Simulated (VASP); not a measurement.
Write the native input for VASP 6.6.1 that does the following.

```
Task                   : single point
Functional             : PBE
Potentials or basis    : VASP PAW PBE potentials, release 64 (Cr_pv, Al, Ga_d)
Cutoff                 : 520 eV
k mesh                 : 5 × 2 × 5
Occupations            : fermi-dirac, width 0.1 eV
Spin                   : no spin polarisation
Dipole correction      : no
Further INCAR settings : ALGO = Normal; EDIFF = 1e-06; NBANDS = 56
```

The structure of AlCr3Ga4 lies in POSCAR:

```
AlCr3Ga4
1.0
    3.4456460000      0.0000000000      0.0000000000
    0.0000000000      9.2616180000      0.0000000000
    0.0000000000      0.0000000000      3.4225200000
Cr Al Ga
3 1 4
Direct
    0.0000000000      0.3120000000      0.0000000000
    0.0000000000      0.6880000000      0.0000000000
    0.5000000000      0.0000000000      0.0000000000
    0.5000000000      0.5000000000      0.5000000000
    0.5000000000      0.2120000000      0.5000000000
    0.5000000000      0.7880000000      0.5000000000
    0.0000000000      0.1060000000      0.5000000000
    0.0000000000      0.8940000000      0.5000000000
```

These files were run (other wordings do the same):

INCAR

```
ALGO = Normal
EDIFF = 1E-6
ENCUT = 520
GGA = PE
ISIF = 2
ISMEAR = -1
LASPH = T
LCHARG = F
LREAL = F
LWAVE = F
NBANDS = 56
NELM = 80
PREC = Accurate
SIGMA = 0.1
```

KPOINTS

```
k-points
0
Gamma
  5 2 5
```

Potentials or basis: VASP PAW PBE potentials, release 64 (Cr_pv, Al, Ga_d).

Launch:

```bash
$ cat potpaw_PBE.64/Cr_pv/POTCAR potpaw_PBE.64/Al/POTCAR potpaw_PBE.64/Ga_d/POTCAR > POTCAR
$ mpirun -np 1 vasp_std > vasp.out
```

Results of the run:

The pressure is 32.8 GPa, the largest force is 8.575 eV/Å and the band gap on the k mesh is zero (an odd number of electrons rules out a gap without spin polarisation).

Caveat: the k points lie up to 0.37 Å⁻¹ apart, too coarse for converged energies and pressures of a metal; the run has no spin polarisation, though such a crystal can be magnetic; forces of over 1 eV/Å act on the atoms, so gaps and moduli don't describe the material at rest.

Wall time 69 s on 1 thread of Intel(R) Xeon(R) 6975P-C (Granite Rapids), on a shared host, peak memory 0.27 GiB.
